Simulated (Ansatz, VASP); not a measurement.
## TaN: VASP beside Ansatz

```
Ta N
1.0
     2.98774    0.00000    0.00000
    -1.49387    2.58746    0.00000
     0.00000    0.00000    4.83916
Ta N
2 2
Direct
  0.33333 0.66667 0.00000
  0.66667 0.33333 0.50000
  0.33333 0.66667 0.38500
  0.66667 0.33333 0.88500
```

Change from the starting cell: volume scaled by 0.94.

Alike in both runs: task single point; functional PBEsol; k mesh 9 × 9 × 5; occupations fermi-dirac, width 0.01 eV; no spin polarisation.

```csv
,VASP,Ansatz
version,VASP 6.6.1,Ansatz 0.2.0
potentials or method,"VASP PAW PBE potentials, release 64 (Ta_pv, N), cutoff 520 eV","all-electron LAPW, scalar-relativistic"
```

|  | VASP | Ansatz | Ansatz less VASP |
| --- | --- | --- | --- |
| pressure (GPa) | 179.1 | 171.2 | -7.90 |
| traceless stress, the component that is largest in VASP (GPa) | -21.80 | -21.00 | +0.799 |
| rms of the force components (eV/Å) | 1.407 | 1.370 | -0.0367 |

VASP's potentials were made for PBE, not for PBEsol. Atom by atom the forces differ by 0.037 eV/Å (rms over components). Both programs put the cell under a high pressure, so it lies far from rest at this level. Ansatz ran all-electron here, and VASP with PAW potentials.

Neither program's run includes spin-orbit coupling. Noted on VASP's run: the cell as given lies far from equilibrium.
